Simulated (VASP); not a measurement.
A run of VASP 6.6.1 is set up as follows.

Contents of INCAR:

```
PREC = Accurate ; ENCUT = 520
EDIFF = 1E-6 ; ISMEAR = 0
SIGMA = 0.2 ; LREAL = F
LASPH = T ; NELM = 100
ALGO = Normal ; ISIF = 2
LWAVE = F ; LCHARG = T
GGA = PE ; LELF = T
LVHAR = T ; NBANDS = 44
```

KPOINTS

```
regular mesh
0
Gamma
  4 4 3
```

Contents of POSCAR:

```
AlCu6
1.0
    5.0820951122      0.0000000000      0.0000000000
    0.0000000000      5.0820951122      0.0000000000
    0.0000000000      0.0000000000      3.6212749242
Al Cu
1 6
Direct
    0.5000000000      0.5000000000      0.2144870943
    0.7551989269      0.7551989269      0.7142600661
    0.2448010731      0.2448010731      0.7142600661
    0.2448010731      0.7551989269      0.7142600661
    0.7551989269      0.2448010731      0.7142600661
    0.5000000000      0.0000000000      0.2143509507
    0.0000000000      0.5000000000      0.2143509507
```

Potentials or basis: VASP PAW PBE potentials, release 64 (Al, Cu).

Launch:

```sh
$ cat potpaw_PBE.64/Al/POTCAR potpaw_PBE.64/Cu/POTCAR > POTCAR
$ mpirun -np 1 vasp_std > vasp.out
```

Question: Estimate the pressure.

Answer: 0.5 GPa.

Question: Estimate the band gap on the k mesh.

Answer: Zero (an odd number of electrons rules out a gap without spin polarisation).

Stress tensor (GPa, compression positive):
```
 0.82  0.00  0.00
 0.00  0.82  0.00
 0.00  0.00 -0.11
```

Caveat: the k points lie up to 0.58 Å⁻¹ apart, too coarse for converged energies and pressures of a metal.
